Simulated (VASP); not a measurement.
Wanted: the native input for a VASP 6.6.1 run.

```
Task                   : relaxation of cell and atoms
Functional             : PBE
Potentials or basis    : VASP PAW PBE potentials, release 64 (Fe)
Cutoff                 : 600 eV
k mesh                 : 9 × 9 × 9
Occupations            : methfessel-paxton, width 0.05 eV
Spin                   : collinear spin, ferromagnetic start
Starting moments       : [3.5] μB
Target pressure        : 20 GPa
Dipole correction      : no
Further INCAR settings : ALGO = Normal; EDIFF = 1e-06; IBRION = 2; EDIFFG = -0.01; NSW = 80; ISIF = 3
```

The structure of Fe lies in POSCAR:

```
Fe
1.0
    2.3600000000      0.0000000000      0.0000000000
    0.0000000000      2.3600000000      0.0000000000
    0.0000000000      0.0000000000      2.3600000000
Fe
1
Direct
    0.0000000000      0.0000000000      0.0000000000
```

One way to write it, as run:

INCAR

```
ALGO = Normal
EDIFF = 1E-6
EDIFFG = -0.01
ENCUT = 600
GGA = PE
IBRION = 2
ISIF = 3
ISMEAR = 1
ISPIN = 2
LASPH = True
LCHARG = False
LMAXMIX = 4
LORBIT = 11
LREAL = False
LWAVE = False
MAGMOM = 3.5
NELM = 150
NSW = 80
PREC = Accurate
PSTRESS = 200.0
SIGMA = 0.05
```

KPOINTS

```
k-points
0
Gamma
  9 9 9
```

Potentials or basis: VASP PAW PBE potentials, release 64 (Fe).

The run is started by

```console
$ cat potpaw_PBE.64/Fe/POTCAR > POTCAR
$ mpirun -np 1 vasp_std > vasp.out
```

It gave:

The relaxed volume is 11.87 Å³/atom, the relaxed cell is a = 2.281 Å, b = 2.281 Å, c = 2.281 Å, α = 90.00°, β = 90.00°, γ = 90.00° and the space group after relaxing (to 0.05 Å) is Pm-3m (No. 221). The energy change on relaxing (the enthalpy is what falls) is +80.3 meV/atom, the ionic steps are 5 and the pressure after relaxing is 20.1 GPa. The net moment is 2.33 μB per cell and the site moments are Fe +2.31 μB. The valence electrons inside the program's atomic spheres are Fe 7.39.

Caveat: the cell is relaxed towards a set pressure, so the enthalpy falls and the energy may rise.

Run time: 41 s on 1 thread of AMD EPYC 9R45 96-Core Processor (Zen 5), with other jobs on the host, peak memory 0.11 GiB.
